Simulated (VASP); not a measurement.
# MgI2 in VASP: further runs

The runs below take MgI2 through single point, relaxation of the atoms, with PBEsol.

Program: VASP 6.6.1. These are calculated values, not measurements. Logs are shortened: lines on timing, memory, paths and dates and some standing lists are left out, and cuts for length are marked.

**1. The cell of the first run**

The structure is monoclinic, space group Cm (No. 8). Conventional cell: a = 7.194 Å, b = 4.154 Å, c = 6.862 Å, α = 90.00°, β = 90.00°, γ = 90.00°. Within 3.7 Å of Mg (site symmetry m) lie 6 I at 2.84 to 2.99 Å. Within 3.7 Å of I (site symmetry m) lie 3 Mg at 2.84 to 2.96 Å. Within 3.8 Å of I (site symmetry m) lie 3 Mg at 2.88 to 2.99 Å.

**2. Single point, PBEsol (one atom moved)**

The input, INCAR:

```
SYSTEM = MgI2
PREC     = Accurate       ! precision mode
ENCUT    = 520            ! plane-wave cutoff, eV
EDIFF    = 1E-6           ! SCF threshold, eV
ISMEAR   = 0              ! smearing method
SIGMA    = 0.02           ! smearing width, eV
LREAL    = .FALSE.        ! projectors in reciprocal space
LASPH    = .TRUE.         ! aspherical terms in the spheres
NELM     = 100            ! most SCF steps
ALGO     = Normal         ! electronic algorithm
ISIF     = 2              ! what is computed and relaxed
LWAVE    = .FALSE.        ! write WAVECAR
LCHARG   = .FALSE.        ! write CHGCAR
GGA      = PS             ! functional
NBANDS   = 15             ! bands
```

The input, KPOINTS:

```
regular mesh
0
G
  6 6 4
  0 0 0
```

The input, POSCAR:

```
MgI2
1.0
    4.1537001214      0.0000000000      0.0000000000
   -2.0768500607      3.5972098248      0.0000000000
    0.0000000000      0.0000000000      6.8620000000
Mg I
1 2
Direct
    0.0125096956      0.0250193912      0.0000000000
    0.3333333333      0.6666666667      0.7576300000
    0.6666666667      0.3333333333      0.2423700000
```

Potentials or basis: VASP PAW PBE potentials, release 64 (Mg, I).

Launch:

```
cat potpaw_PBE.64/Mg/POTCAR potpaw_PBE.64/I/POTCAR > POTCAR
mpirun -np 1 vasp_std > vasp.out
```

OUTCAR:

```text
SYSTEM = MgI2
   PREC = Accurate
   ENCUT = 520
   EDIFF = 1E-6
   ISMEAR = 0
   LREAL = .FALSE.
   LASPH = .TRUE.
   NELM = 100
   ISIF = 2
   GGA = PS

 ion  position               nearest neighbor table
   1  0.013  0.025  0.000-   2 2.84   3 2.88   3 2.88   2 2.96   2 2.96   3 2.99
   2  0.333  0.667  0.758-   1 2.84   1 2.96   1 2.96
   3  0.667  0.333  0.242-   1 2.88   1 2.88   1 2.99

  LATTYP: Found a hexagonal cell.
 ALAT       =     4.1537001214
 C/A-ratio  =     1.6520210413

  Lattice vectors:

 A1 = (   4.1537001214,   0.0000000000,   0.0000000000)
 A2 = (  -2.0768500607,   3.5972098248,   0.0000000000)
 A3 = (   0.0000000000,   0.0000000000,   6.8620000000)

Analysis of symmetry for initial positions (statically):
=====================================================================
 Subroutine PRICEL returns:
 Original cell was already a primitive cell.

 Routine SETGRP: Setting up the symmetry group for a
 hexagonal supercell.

 Subroutine GETGRP returns: Found  2 space group operations
 (whereof  2 operations were pure point group operations)
 out of a pool of 24 trial point group operations.

The static configuration has the point symmetry C_1h.

Analysis of symmetry for dynamics (positions and initial velocities):
=====================================================================
 Subroutine PRICEL returns:
 Original cell was already a primitive cell.

 Routine SETGRP: Setting up the symmetry group for a
 hexagonal supercell.

 Subroutine GETGRP returns: Found  2 space group operations
 (whereof  2 operations were pure point group operations)
 out of a pool of 24 trial point group operations.

The dynamic configuration has the point symmetry C_1h.

 Subroutine INISYM returns: Found  2 space group operations
 (whereof  2 operations are pure point group operations),
 and found     1 'primitive' translations

----------------------------------------------------------------------------------------

                                     Primitive cell

  volume of cell :     102.5302

  direct lattice vectors                    reciprocal lattice vectors
     4.153700121  0.000000000  0.000000000     0.240749205  0.138996618  0.000000000
    -2.076850061  3.597209825  0.000000000     0.000000000  0.277993236  0.000000000
     0.000000000  0.000000000  6.862000000     0.000000000  0.000000000  0.145730108

  length of vectors
     4.153700121  4.153700121  6.862000000     0.277993236  0.277993236  0.145730108

  position of ions in fractional coordinates (direct lattice)
     0.012509696  0.025019391  0.000000000
     0.333333333  0.666666667  0.757630000
     0.666666667  0.333333333  0.242370000

  ion indices of the primitive-cell ions
   primitive index   ion index
                 1           1
                 2           2
                 3           3

----------------------------------------------------------------------------------------

 KPOINTS: regular mesh

Automatic generation of k-mesh.
 Grid dimensions read from file:
 generate k-points for:    6    6    4

 Generating k-lattice:

  Cartesian coordinates                     Fractional coordinates (reciprocal lattice)
     0.040124867  0.023166103  0.000000000     0.166666667 -0.000000000  0.000000000
     0.000000000  0.046332206  0.000000000     0.000000000  0.166666667  0.000000000
     0.000000000  0.000000000  0.036432527     0.000000000  0.000000000  0.250000000

  Length of vectors
     0.046332206  0.046332206  0.036432527

  Shift w.r.t. Gamma in fractional coordinates (k-lattice)
     0.000000000  0.000000000  0.000000000

 Subroutine IBZKPT returns following result:
 ===========================================

 Found     47 irreducible k-points:

 Following reciprocal coordinates:
            Coordinates               Weight
  0.000000  0.000000  0.000000      1.000000
  0.166667  0.000000  0.000000      4.000000
  0.000000  0.166667  0.000000      2.000000
  0.333333  0.000000  0.000000      4.000000
  0.000000  0.333333  0.000000      2.000000
  0.500000  0.000000  0.000000      2.000000
[... 16 lines left out ...]
  0.500000  0.000000  0.250000      4.000000
  0.000000  0.500000  0.250000      2.000000
 [... further k-points ...]
   k-points           NKPTS =     47   k-points in BZ     NKDIM =     47   number of bands    NBANDS=     15
   number of dos      NEDOS =    301   number of ions     NIONS =      3
   total plane-waves  NPLWV =  55296
   dimension x,y,z NGX =    32 NGY =   32 NGZ =   54
   dimension x,y,z NGXF=    64 NGYF=   64 NGZF=  108
   ions per type =               1   2
   NGX,Y,Z   is equivalent  to a cutoff of  12.81, 12.81, 13.08 a.u.
   NGXF,Y,Z  is equivalent  to a cutoff of  25.62, 25.62, 26.17 a.u.
 SYSTEM =  MgI2
   PREC   = accura    normal or accurate (medium, high low for compatibility)
   ISTART =      0    job   : 0-new  1-cont  2-samecut
   ICHARG =      2    charge: 1-file 2-atom 10-const
   ISPIN  =      1    spin polarized calculation?
   LNONCOLLINEAR =      F non collinear calculations
   LSORBIT =      F    spin-orbit coupling
   LASPH  =      T    aspherical Exc in radial PAW
   ENCUT  =  520.0 eV  38.22 Ry    6.18 a.u.   7.72  7.72 12.76*2*pi/ulx,y,z
   NELM   =    100;   NELMIN=  2; NELMDL= -5     # of ELM steps
   EDIFF  = 0.1E-05   stopping-criterion for ELM
   LREAL  =      F    real-space projection
   EDIFFG = 0.1E-04   stopping-criterion for IOM
   NSW    =      0    number of steps for IOM
   IBRION =     -1    ionic relax: 0-MD 1-quasi-New 2-CG
   NFREE  =      0    steps in history (QN), initial steepest desc. (CG)
   ISIF   =      2    stress and relaxation
   ISYM   =      2    0-nonsym 1-usesym 2-fastsym
   POTIM  = 0.5000    time-step for ionic-motion
   TEBEG  =    0.0;   TEEND  =   0.0 temperature during run
   PSTRESS=    0.0 pullay stress
   NELECT =      16.0000    total number of electrons
   NUPDOWN=      -1.0000    fix difference up-down
   EMIN   =  10.00;   EMAX   =-10.00  energy-range for DOS
   EFERMI =   0.00;   METHOD = LEGACY
   ISMEAR =     0;   SIGMA  =   0.02  broadening in eV -4-tet -1-fermi 0-gaus
   EFERMI_NEDOS =   21; number of points for ismear=-14 and -15
   IALGO  =     38    algorithm
   IMIX   =      4    mixing-type and parameters
     AMIX     =   0.40;   BMIX     =  1.00
     AMIX_MAG =   1.60;   BMIX_MAG =  1.00
  volume/ion in A,a.u.               =      34.18       230.64
  Fermi-wavevector in a.u.,A,eV,Ry     =   0.881382  1.665571 10.569477  0.776835
  Thomas-Fermi vector in A             =   2.001871
   LORBIT       =      0    0 simple, 1 ext, 2 COOP (PROOUT), +10 PAW based schemes
   GGA     = PS    functional components
   LHFCALC =     F    Hartree Fock is set to
   AEXX    =    0.0000 exact exchange contribution
   IVDW    =     0    specifies the selected vdW correction
   LEPSILON=     F    determine dielectric tensor
   LRPA    =     F    only Hartree local field effects (RPA)
 non-spin polarized calculation
 Gauss-broadening in eV      SIGMA  =   0.02
  energy-cutoff  :      520.00
  volume of cell :      102.53
 maximum number of plane-waves:      2798
   NGX = 15   NGY = 15   NGZ = 25

 number of electron      16.0000001 magnetization

 Free energy of the ion-electron system (eV)
  ---------------------------------------------------
  ext. energy  EPLUGINS =         0.00000000
  ---------------------------------------------------
  free energy    TOTEN  =        -8.40937624 eV

  energy without entropy =       -8.40937624  energy(sigma->0) =       -8.40937624

 E-fermi :   2.3166     XC(G=0):  -8.3733

 val. band max:        2.2360290089   @ k =   0.0000   0.0000   0.0000
 cond. band min:       5.6835739364   @ k =   0.5000   0.0000   0.2500
 fundamental gap:      3.4475449276
 Fermi energy:         2.3165905799

 k-point     1 :       0.0000    0.0000    0.0000
  band No.  band energies     occupation
      1      -9.9006      2.00000
      2      -9.1808      2.00000
      3      -1.3587      2.00000
      4       1.7445      2.00000
      5       1.7459      2.00000
      6       2.1484      2.00000
      7       2.1501      2.00000
      8       2.2360      2.00000
      9       5.8040      0.00000
     10       6.8543      0.00000
     11       8.8552      0.00000
     12       8.8632      0.00000
     13       9.6173      0.00000
     14      10.3022      0.00000
     15      10.3103      0.00000

 k-point     2 :       0.1667    0.0000    0.0000
  band No.  band energies     occupation
      1      -9.7586      2.00000
      2      -9.1093      2.00000
      3      -1.1633      2.00000
      4       0.7434      2.00000
      5       1.2670      2.00000
      6       1.4418      2.00000
      7       2.0840      2.00000
      8       2.1388      2.00000
      9       6.7155      0.00000
     10       7.5039      0.00000
     11       8.3238      0.00000
     12       9.2252      0.00000
     13       9.3542      0.00000
     14      10.1311      0.00000
     15      10.6843      0.00000

 k-point     3 :       0.0000    0.1667    0.0000
  band No.  band energies     occupation
      1      -9.7586      2.00000
      2      -9.1093      2.00000
      3      -1.1633      2.00000
      4       0.7438      2.00000
      5       1.2751      2.00000
      6       1.4348      2.00000
      7       2.0899      2.00000
      8       2.1313      2.00000
      9       6.7161      0.00000
     10       7.5008      0.00000
     11       8.3317      0.00000
     12       9.2279      0.00000
     13       9.3426      0.00000
     14      10.1345      0.00000
     15      10.6866      0.00000
[... 343 lines left out ...]
 k-point    23 :       0.5000    0.0000    0.2500
  band No.  band energies     occupation
      1      -9.1574      2.00000
      2      -8.9918      2.00000
      3      -1.4826      2.00000
      4      -0.8383      2.00000
      5       0.6313      2.00000
      6       0.8871      2.00000
      7       1.4508      2.00000
      8       1.6527      2.00000
      9       5.6836      0.00000
     10       7.1554      0.00000
     11       8.2142      0.00000
     12       8.8347      0.00000
     13       9.4599      0.00000
     14      11.0460      0.00000
     15      12.9795      0.00000

 k-point    24 :       0.0000    0.5000    0.2500
  band No.  band energies     occupation
      1      -9.1580      2.00000
      2      -8.9915      2.00000
      3      -1.4820      2.00000
      4      -0.8355      2.00000
      5       0.6337      2.00000
      6       0.8831      2.00000
      7       1.4512      2.00000
      8       1.6495      2.00000
      9       5.6868      0.00000
     10       7.1553      0.00000
     11       8.2164      0.00000
     12       8.8370      0.00000
     13       9.4476      0.00000
     14      11.0475      0.00000
     15      12.9816      0.00000

 [... further k-points ...]
[... 5 lines left out ...]
  --------------------------------------------------------------------------------------
  -------------------------------------------------------------------------------------
  Total       -0.1916713     -0.1548299      0.0891968      0.0000000     -0.0493448      0.0000000
  in kB       -2.9951325     -2.4194342      1.3938251      0.0000000     -0.7710821      0.0000000
  external PRESSURE =      -1.3402472 kB  Pullay stress =       0.0000000 kB

 VOLUME and BASIS-vectors are now :
 -----------------------------------------------------------------------------
  energy-cutoff  :      520.00
  volume of cell :      102.53
      direct lattice vectors                 reciprocal lattice vectors
     4.153700121  0.000000000  0.000000000     0.240749205  0.138996618  0.000000000
    -2.076850061  3.597209825  0.000000000     0.000000000  0.277993236  0.000000000
     0.000000000  0.000000000  6.862000000     0.000000000  0.000000000  0.145730108

 POSITION                                       TOTAL-FORCE (eV/Angst)
 -----------------------------------------------------------------------------------
      0.00000      0.09000      0.00000        -0.000000     -0.223058      0.002746
     -0.00000      2.39814      5.19886         0.000000      0.126339      0.019423
      2.07685      1.19907      1.66314         0.000000      0.096719     -0.022168
 -----------------------------------------------------------------------------------
    total drift:                                0.000000     -0.000047      0.000003

  FREE ENERGIE OF THE ION-ELECTRON SYSTEM (eV)
  ---------------------------------------------------
  free  energy   TOTEN  =        -8.4093762436 eV

  energy  without entropy=       -8.4093762436  energy(sigma->0) =       -8.40937624
```

Wall time 46 s (1 thread of Intel Xeon Platinum 8488C (Sapphire Rapids), shared host); peak memory 0.25 GiB.

What came out:

```
Free energy            : -8.4094 eV
Pressure               : -0.1 GPa
Largest force          : 0.223 eV/Å
Band gap on the k mesh : 3.45 eV, indirect (least direct gap 3.57 eV)
```

Forces on the atoms (eV/Å):
```
Mg   0.000 -0.223  0.003
I    0.000  0.126  0.019
I    0.000  0.097 -0.022
```

Caveat: the cell differs from its parent crystal (one atom moved); the PAW data sets were made with another functional, which shifts forces and pressure a little; spin-orbit coupling is left out, which moves the levels of the heavy elements; this functional lacks dispersion, which binds the layers, so the pressure and a relaxed spacing across them are unreliable. A k mesh can miss the band edges.

**3. Relaxation of the atoms, PBEsol (strain along c alone, the other axes held: +4.5 %)**

The input, INCAR:

```
PREC     = Accurate       # precision mode
ENCUT    = 520            # plane-wave cutoff, eV
EDIFF    = 1E-6           # SCF threshold, eV
ISMEAR   = 0              # smearing method
SIGMA    = 0.02           # smearing width, eV
LREAL    = F              # projectors in reciprocal space
LASPH    = T              # aspherical terms in the spheres
NELM     = 80             # most SCF steps
ALGO     = Normal         # electronic algorithm
ISIF     = 2              # what is computed and relaxed
LWAVE    = F              # write WAVECAR
LCHARG   = F              # write CHGCAR
GGA      = PS             # functional
IBRION   = 2              # ionic algorithm
NSW      = 60             # ionic steps
EDIFFG   = -0.008         # ionic threshold
```

The input, KPOINTS:

```
regular mesh
0
Gamma
  6 6 4
```

The input, POSCAR:

```
MgI2
1.0
    4.1307255317      0.0000000000      0.0000000000
   -2.0653627658      3.5773132465      0.0000000000
    0.0000000000      0.0000000000      7.3404303789
Mg I
1 2
Direct
    0.0000000000      0.0000000000      0.0000000000
    0.3333333333      0.6666666667      0.7689679660
    0.6666666667      0.3333333333      0.2310320340
```

Potentials or basis: VASP PAW PBE potentials, release 64 (Mg, I).

Launch:

```
cat potpaw_PBE.64/Mg/POTCAR potpaw_PBE.64/I/POTCAR > POTCAR
mpirun -np 1 vasp_std > vasp.out
```

It took 60 s on 1 thread of AMD EPYC 7R43 (Zen 3), shared host; peak memory 0.21 GiB.

The run converged. Its results:

| Quantity | Value |
| --- | --- |
| Free energy | -8.4186 eV |
| Energy gained by relaxing | 1.0 meV/atom |
| Ionic steps | 4 |
| Pressure after relaxing | -0.1 GPa |
| Band gap on the k mesh | 3.55 eV, indirect (least direct gap 3.70 eV) |

Stress tensor (GPa, compression positive):
```
-0.07  0.00  0.00
 0.00 -0.07  0.00
 0.00  0.00 -0.21
```

Step by step:
```
step  energy change (eV)  largest force (eV/Å)  pressure (GPa)
   1              0.0000                0.1221           -0.50
   2             -0.0013                0.0944           -0.41
   3             -0.0031                0.0080           -0.14
   4             -0.0031                0.0001           -0.12
```

Final structure:
```xyz
3
Lattice="4.1307 0.0000 0.0000 -2.0654 3.5773 0.0000 0.0000 0.0000 7.3404" Properties=species:S:1:pos:R:3 pbc="T T T"
Mg    4.1307    0.0000    0.0000
I     0.0000    2.3849    5.6698
I     2.0654    1.1924    1.6707
```

Levels at points of the mesh, in eV from the valence-band top:
```csv
k point,band 6,band 7,band 8,band 9,band 10,band 11
"(0.00, 0.00, 0.00)",-0.24,0.00,0.00,3.70,4.79,6.72
"(0.50, 0.00, 0.00)",-1.26,-0.81,-0.45,3.62,5.29,5.51
"(0.00, 0.00, 0.50)",-0.29,-0.04,-0.04,4.56,4.81,6.63
"(0.50, 0.00, 0.50)",-1.19,-0.78,-0.55,3.55,5.21,5.51
```

Caveat: the cell differs from its parent crystal (strain along c alone, the other axes held: +4.5 %); the PAW data sets were made with another functional, which shifts forces and pressure a little; spin-orbit coupling is left out, which moves the levels of the heavy elements; this functional lacks dispersion, which binds the layers, so the pressure and a relaxed spacing across them are unreliable.
